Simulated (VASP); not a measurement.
Input of a VASP 6.6.1 run:

File INCAR:

```
ALGO = Normal
EDIFF = 1E-7
EDIFFG = -0.01
ENCUT = 600
GGA = CA
IBRION = 2
ISIF = 3
ISMEAR = 0
LASPH = True
LCHARG = False
LREAL = False
LWAVE = False
NELM = 100
NSW = 80
PREC = Accurate
SIGMA = 0.02
```

The input KPOINTS:

```
k-points
0
Gamma
  6 6 4
```

The input POSCAR:

```
SiO2
1.0
    5.0605222284      0.0000000000      0.0000000000
   -2.5302611142      4.3825408062      0.0000000000
    0.0000000000      0.0000000000      5.5413533100
Si O
3 6
Direct
    0.0000000000      0.5000000000      0.3333333333
    0.5000000000      0.5000000000      0.6666666667
    0.5000000000      0.0000000000      0.0000000000
    0.5827892600      0.7913946300      0.8333333333
    0.7913946300      0.5827892600      0.5000000000
    0.7913946300      0.2086053700      0.1666666667
    0.4172107400      0.2086053700      0.8333333333
    0.2086053700      0.4172107400      0.5000000000
    0.2086053700      0.7913946300      0.1666666667
```

Potentials or basis: VASP PAW LDA potentials, release 64 (Si, O).

The run is started by

```sh
$ cat potpaw_LDA.64/Si/POTCAR potpaw_LDA.64/O/POTCAR > POTCAR
$ mpirun -np 1 vasp_std > vasp.out
```

(1) Estimate the relaxed volume.

(2) Predict the space group after relaxing (to 0.1 Å).

(3) Predict the relaxed cell.

(4) Predict the band gap on the k mesh.

Answers

(1) 13.52 Å³/atom.

(2) P6_422 (No. 181).

(3) a = 5.043 Å, b = 5.043 Å, c = 5.526 Å, α = 90.00°, β = 90.00°, γ = 120.00°.

(4) 5.49 eV (least direct gap 5.68 eV).
